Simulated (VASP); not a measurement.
Input of a VASP 6.6.1 run:

Contents of INCAR:

```
SYSTEM = Tl3Ge2H
PREC = Accurate
ENCUT = 600
EDIFF = 1E-6
ISMEAR = 0
SIGMA = 0.1
LREAL = .FALSE.
LASPH = .TRUE.
NELM = 80
ALGO = Normal
ISIF = 3
LWAVE = .FALSE.
LCHARG = .FALSE.
GGA = PE
IBRION = 2
NSW = 100
EDIFFG = -0.01
```

Contents of KPOINTS:

```
regular mesh
0
G
  6 6 8
  0 0 0
```

The input POSCAR:

```
Tl3Ge2H
1.0
    6.4445015039      0.0000000000      0.0000000000
   -3.2222507519      5.5811020171      0.0000000000
    0.0000000000      0.0000000000      4.4313676349
Tl Ge H
3 2 1
Direct
    0.1602070895      0.8397929105      0.5000000000
    0.1602070895      0.3204141791      0.5000000000
    0.6795858209      0.8397929105      0.5000000000
    0.3333333333      0.6666666667      0.0000000000
    0.6666666667      0.3333333333      0.0000000000
    0.6666666667      0.3333333333      0.5000000000
```

Potentials or basis: VASP PAW PBE potentials, release 64 (Tl_d, Ge_d, H).

Run with:

```console
$ cat potpaw_PBE.64/Tl_d/POTCAR potpaw_PBE.64/Ge_d/POTCAR potpaw_PBE.64/H/POTCAR > POTCAR
$ mpirun -np 1 vasp_std > vasp.out
```

Question: Estimate the band gap on the k mesh.

Answer: Zero (bands 34 and 35 overlap by 1.38 eV).

Question: Predict the relaxed cell.

Answer: a = 6.982 Å, b = 6.982 Å, c = 3.769 Å, α = 90.00°, β = 90.00°, γ = 120.00°.

Question: Estimate the relaxed volume.

Answer: 26.52 Å³/atom.

Question: Predict the space group after relaxing (to 0.1 Å).

Answer: P-6m2 (No. 187).

Step by step:
```
step  energy change (eV)  largest force (eV/Å)  pressure (GPa)  volume (Å³)
   1              0.0000                0.0606           -0.03       159.38
   2             -0.0411                0.0934            0.01       159.22
   3             -0.0844                0.1633            0.17       158.70
   4             -0.0940                0.2009            0.20       158.34
   5             -0.1190                0.4046            0.34       157.44
   6             -0.1223                0.7725            1.68       154.85
   7             -0.1428                0.5805            0.65       156.63
   8             -0.1507                0.6869            1.12       155.79
   9             -0.1814                0.5604            0.79       157.35
  10             -0.2013                0.3955            0.39       159.91
  11             -0.2196                0.2893            0.11       160.46
  12             -0.2332                0.0943           -0.37       161.46
  13             -0.2360                0.0690           -0.22       160.44
  14             -0.2377                0.0206            0.08       158.62
  15             -0.2378                0.0280            0.04       158.84
  16             -0.2378                0.0253            0.05       158.79
  17             -0.2380                0.0143            0.03       158.90
  18             -0.2381                0.0108           -0.02       159.14
  19             -0.2382                0.0045            0.01       159.10
```

Caveat: spin-orbit coupling is left out, which moves the levels of the heavy elements.
